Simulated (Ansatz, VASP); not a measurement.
Te: VASP beside Ansatz

POSCAR

```
Te
1.0
    5.7714520104      0.0000000000      0.0000000000
   -2.8857260052      4.9982240577      0.0000000000
    0.0000000000      0.0000000000      3.0888576630
Te
3
Direct
    1.0000000000      1.0000000000      0.0000000000
    0.3333333333      0.6666666667      0.5000000000
    0.6666666667      0.3333333333      0.5000000000
```

Contents of INCAR.step1:

```
SYSTEM = Te
ALGO = Normal
EDIFF = 1E-4
ENCUT = 520
GGA = PE
ISMEAR = -1
LASPH = .True.
LCHARG = .False.
LREAL = .False.
LWAVE = .True.
NBANDS = 16
NELM = 100
PREC = Accurate
SIGMA = 0.1
```

INCAR.step2

```
SYSTEM = Te
ALGO = Normal
EDIFF = 1E-6
ENCUT = 520
ISIF = 2
ISMEAR = -1
ISTART = 1
LASPH = .True.
LCHARG = .True.
LELF = .True.
LMIXTAU = .True.
LREAL = .False.
LVHAR = .True.
LWAVE = .False.
METAGGA = R2SCAN
NBANDS = 16
NELM = 100
PREC = Accurate
SIGMA = 0.1
```

KPOINTS

```
k-points
0
Gamma
  7 7 12
  0 0 0
```

Input for Ansatz:

```yaml
crystal:
  lattice:
    - [5.7714520104, 0.0, 0.0]
    - [-2.8857260052, 4.9982240577, 0.0]
    - [0.0, 0.0, 3.088857663]
  atoms:
    - { symbol: Te, position: [1.0, 1.0, 0.0] }
    - { symbol: Te, position: [0.3333333333, 0.6666666667, 0.5] }
    - { symbol: Te, position: [0.6666666667, 0.3333333333, 0.5] }
hamiltonian:
  xc: r2scan
  pseudopotentials:
    kind: paw
    azcp:
      Te: "pseudopotentials/Te.paw.azcp"
basis:
  ecutwfc: 500
  fft_grid_basis: typed
kpoints:
  mp_grid: { grid: [7, 7, 12], shift: [0, 0, 0] }
magnetization:
  spin_polarized: false
scf:
  occupations: { method: fermi_dirac, width: 0.1 }
  lower_state_search: "off"
output:
  stress: true
```

Alike in both runs: task single point; functional r2SCAN; k mesh 7 × 7 × 12; occupations fermi-dirac, width 0.1 eV; no spin polarisation.

```csv
,VASP,Ansatz
version,VASP 6.6.1,Ansatz 0.2.0
potentials or method,"VASP PAW PBE potentials, release 64 (Te), cutoff 520 eV","plane waves (500 eV) with PAW, scalar-relativistic"
valence electrons in the cell,18,48
```

```csv
,VASP,Ansatz,Ansatz less VASP
pressure (GPa),-0.3,-0.2,+0.05
"traceless stress, the component that is largest in VASP (GPa)",0.44,0.44,+0.006
```

VASP's potentials were made for PBE, not for r2SCAN. VASP's potentials hold 18 valence electrons a cell and Ansatz's 48, so a difference there can come from the potentials and not from the codes.

Spin-orbit coupling is off throughout.
